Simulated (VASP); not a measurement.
Mg8HO8 (a cell with a defect): single point with PBE+D3(BJ)

System: Mg8HO8 (a cell with a defect).

```
CELL_PARAMETERS angstrom
0.00000 4.24100 4.24100
4.24100 0.00000 4.24100
4.24100 4.24100 0.00000
ATOMIC_POSITIONS crystal
Mg 0.00137 0.99544 0.00279
Mg 0.99908 0.00036 0.50146
Mg 0.00139 0.50169 0.00280
Mg 0.00134 0.50165 0.49663
Mg 0.50008 0.00038 0.00042
Mg 0.50005 0.00035 0.50144
Mg 0.49512 0.50168 0.00279
Mg 0.50006 0.49937 0.50146
O 0.24953 0.25096 0.25092
O 0.26680 0.24445 0.74552
O 0.24954 0.74984 0.25092
O 0.24954 0.74984 0.75203
O 0.74413 0.24443 0.26823
O 0.74417 0.24446 0.74553
O 0.75066 0.74984 0.25092
O 0.74415 0.76711 0.74552
H 0.87477 0.37512 0.87641
```

```yaml
Program: VASP 6.6.1
Task: single point
Functional: PBE
Dispersion: D3(BJ)
Potentials_or_basis: VASP PAW PBE potentials, release 64 (Mg, O, H)
Cutoff: 520 eV
k_mesh: 3 × 3 × 3
Occupations: fermi-dirac, width 0.05 eV
Spin: collinear spin
Starting_moments: "[0.0, 0.0, 0.0, 0.0, 0.0, 0.0, 0.0, 0.0, 0.0, 0.0, 0.0, 0.0, 0.0, 0.0, 0.0, 0.0, 1.0] μB"
Dipole_correction: no
Further_INCAR_settings: LREAL = Auto; ALGO = Normal; EDIFF = 1e-07; NBANDS = 50
```

```
Pressure                                              : 1.4 GPa
Largest force                                         : 0.019 eV/Å
Net moment                                            : 0.93 μB per cell
Site moments                                          : Mg +0.00; O -0.00, +0.10 (each value once); H +0.26 μB
Valence electrons inside the program's atomic spheres : Mg 0.40, 0.41 (each value once); O 5.09, 5.08 (each value once); H 0.57
Dispersion energy per atom                            : -0.280 eV
```

Forces on the atoms (eV/Å):
```
Mg   0.003 -0.005  0.004
Mg   0.000  0.000 -0.001
Mg  -0.006 -0.005 -0.004
Mg   0.003  0.003 -0.003
Mg   0.000  0.000 -0.001
Mg   0.001  0.000  0.000
Mg  -0.005  0.003  0.004
Mg   0.000  0.000  0.000
O   -0.011  0.011 -0.011
O    0.004  0.000 -0.001
O    0.012  0.011  0.010
O   -0.009 -0.009  0.010
O   -0.001 -0.001  0.003
O    0.002  0.003  0.002
O    0.011 -0.010 -0.010
O    0.000  0.002 -0.001
H   -0.003 -0.002  0.000
```

Levels at points of the mesh, in eV from the Fermi level:
Spin up:
| k point | band 30 | band 31 | band 32 | band 33 | band 34 | band 35 | band 36 | band 37 |
| --- | --- | --- | --- | --- | --- | --- | --- | --- |
| (0.00, 0.00, 0.00) | -3.04 | -3.04 | -3.04 | -1.66 | 2.04 | 4.73 | 4.73 | 4.73 |
Spin down:
```
           k point  band 28  band 29  band 30  band 31  band 32  band 33  band 34  band 35  band 36  band 37
(0.00, 0.00, 0.00)    -3.58    -3.58    -2.93    -2.93    -2.93    -0.36     2.20     4.75     4.75     4.75
```

Wall time 15 min on 1 thread of Intel(R) Xeon(R) Platinum 8488C (Sapphire Rapids), on a shared host, peak memory 0.48 GiB.

Caveat: the k points lie up to 0.43 Å⁻¹ apart; a moment this small can come from the mesh or the smearing.
